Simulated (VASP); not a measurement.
Runs of VASP 6.6.1 on KCl. The structure is that of space group Fm-3m (No. 225), or close to it. The cells are those of the table. 

```tsv
task	cell	gap on the mesh (eV)	pressure (GPa)
electric field gradients	a = 4.441, b = 4.441, c = 4.463 Å, angles 59.8, 59.8, 60.3°, 2 atoms	5.02	-0.4
single point	a = 4.419 Å, angles 61.3°, 2 atoms	4.95	-0.5
single point	a = 4.486 Å, angles 59.3°, 2 atoms	4.98	-0.5
single point	a = 4.508 Å, angles 58.7°, 2 atoms	4.97	-0.5
single point	a = 4.441 Å, angles 60.7°, 2 atoms	4.97	-0.5
electric field gradients	a = 4.419 Å, angles 61.3°, 2 atoms	4.95	-0.5
single point	a = 4.441, b = 4.441, c = 4.463 Å, angles 59.8, 59.8, 60.3°, 2 atoms	5.02	-0.4
electric field gradients	a = 4.486 Å, angles 59.3°, 2 atoms	4.98	-0.5
single point	a = 4.486, b = 4.486, c = 4.463 Å, angles 60.2, 60.2, 59.7°, 2 atoms	(a)	-0.7
electric field gradients	a = 4.419, b = 4.419, c = 4.463 Å, angles 59.7, 59.7, 60.7°, 2 atoms	5.05	-0.2
electric field gradients	a = 4.441 Å, angles 60.7°, 2 atoms	4.97	-0.5
single point	a = 4.419, b = 4.419, c = 4.463 Å, angles 59.7, 59.7, 60.7°, 2 atoms	5.05	-0.2
```

Alike in all rows: level PBEsol; potentials or basis VASP PAW PBE potentials, release 64 (K_sv, Cl); no spin polarisation; k mesh 7 × 7 × 7; cutoff (eV) 520; smearing fermi-dirac 0.03 eV.

Question: Fill in the values left out.

Answer: (a) 4.96.

Caveats: the PAW data sets were made with another functional, which shifts forces and pressure a little; an odd mesh through Γ misses points on the zone boundary, where band edges can lie.
